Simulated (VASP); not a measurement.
## BN: relaxation of the atoms with r2SCAN

Crystal: BN.

```
B N
1.0
     2.50518    0.00000    0.00000
    -1.25259    2.16955    0.00000
     0.00000    0.00000    4.24471
B N
2 2
Direct
  0.33333 0.66667 0.99970
  0.66667 0.33333 0.49970
  0.33333 0.66667 0.37430
  0.66667 0.33333 0.87430
```

This cell differs from its parent crystal: strained cell.

- Program: VASP 6.6.1
- Task: relaxation of the atoms
- Functional: r2SCAN
- Potentials or basis: VASP PAW PBE potentials, release 64 (B, N)
- Cutoff: 520 eV
- k mesh: 9 × 9 × 6
- Occupations: gaussian, width 0.02 eV
- Spin: no spin polarisation
- Dipole correction: no
- Further INCAR settings: ALGO = Normal; EDIFF = 1e-06; IBRION = 2; EDIFFG = -0.002; NSW = 60

```
Energy gained by relaxing : 0.0 meV/atom
Ionic steps               : 3
Pressure after relaxing   : 10.4 GPa
Band gap on the k mesh    : 5.58 eV (least direct gap 8.61 eV)
```

Stress tensor (GPa, compression positive):
```
18.80  0.00  0.00
 0.00 18.80  0.00
 0.00  0.00 -6.46
```

Final structure:
```
CELL_PARAMETERS angstrom
2.50518 0.00000 0.00000
-1.25259 2.16955 0.00000
0.00000 0.00000 4.24471
ATOMIC_POSITIONS crystal
B 0.33333 0.66667 0.99981
B 0.66667 0.33333 0.49981
N 0.33333 0.66667 0.37419
N 0.66667 0.33333 0.87419
```

Levels at points of the mesh, in eV from the valence-band top:
```csv
k point,band 6,band 7,band 8,band 9,band 10,band 11
"(0.00, 0.00, 0.00)",-0.40,0.00,0.00,8.61,9.39,9.39
"(0.00, 0.00, 0.50)",-1.14,-1.14,-1.14,10.77,10.77,10.95
```

Wall time 2 min on 1 thread of AMD EPYC 7R43 64-Core Processor (Zen 3) (shared host), peak memory 0.1 GiB.

Caveat: the cell differs from its parent crystal (strained cell); the PAW data sets were made with another functional, which shifts forces and pressure a little. A k mesh can miss the band edges.
